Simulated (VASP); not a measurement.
Write the native input for VASP 6.6.1 that does the following.

```
Task                   : single point
Functional             : PBE
Potentials or basis    : VASP PAW PBE potentials, release 64 (Mg, Zr_sv, N)
Cutoff                 : 600 eV
k mesh                 : 3 × 3 × 3
Occupations            : gaussian, width 0.2 eV
Spin                   : no spin polarisation
Dipole correction      : no
Further INCAR settings : ALGO = Normal; EDIFF = 1e-06; NBANDS = 26
```

The structure of Mg5ZrN2 lies in POSCAR:

```
Mg5ZrN2
1.0
    6.3940689725      0.0000000000      0.0000000000
    0.0000000000      6.3940689725      0.0000000000
    0.0000000000      0.0000000000      6.5059077406
Mg Zr N
5 1 2
Direct
    0.2874703988      0.0000000000      0.0000000000
    0.7125296012      0.0000000000      0.0000000000
    0.0000000000      0.2874703988      0.0000000000
    0.0000000000      0.7125296012      0.0000000000
    0.5000000000      0.5000000000      0.0000000000
    0.0000000000      0.0000000000      0.5000000000
    0.0000000000      0.0000000000      0.8093728381
    0.0000000000      0.0000000000      0.1906271619
```

One way to write it, as run:

INCAR

```
SYSTEM = Mg5ZrN2
  PREC = Accurate
  ENCUT = 600
  EDIFF = 1E-6
  ISMEAR = 0
  SIGMA = 0.2
  LREAL = .False.
  LASPH = .True.
  NELM = 120
  ALGO = Normal
  ISIF = 2
  LWAVE = .False.
  LCHARG = .False.
  GGA = PE
  NBANDS = 26
  GGA_COMPAT = .False.
```

KPOINTS

```
Automatic mesh
0
Gamma
  3 3 3
  0 0 0
```

Potentials or basis: VASP PAW PBE potentials, release 64 (Mg, Zr_sv, N).

Run with:

```console
$ cat potpaw_PBE.64/Mg/POTCAR potpaw_PBE.64/Zr_sv/POTCAR potpaw_PBE.64/N/POTCAR > POTCAR
$ mpirun -np 1 vasp_std > vasp.out
```

Results of the run:

```
Pressure               : 0.0 GPa
Largest force          : 0.063 eV/Å
Band gap on the k mesh : zero (band 16 reaches 0.97 eV, above the bottom of band 17 at 0.81 eV)
```

Wall time 94 s on 1 thread of Intel(R) Xeon(R) Platinum 8488C (Sapphire Rapids), with other jobs on the host, peak memory 0.43 GiB.
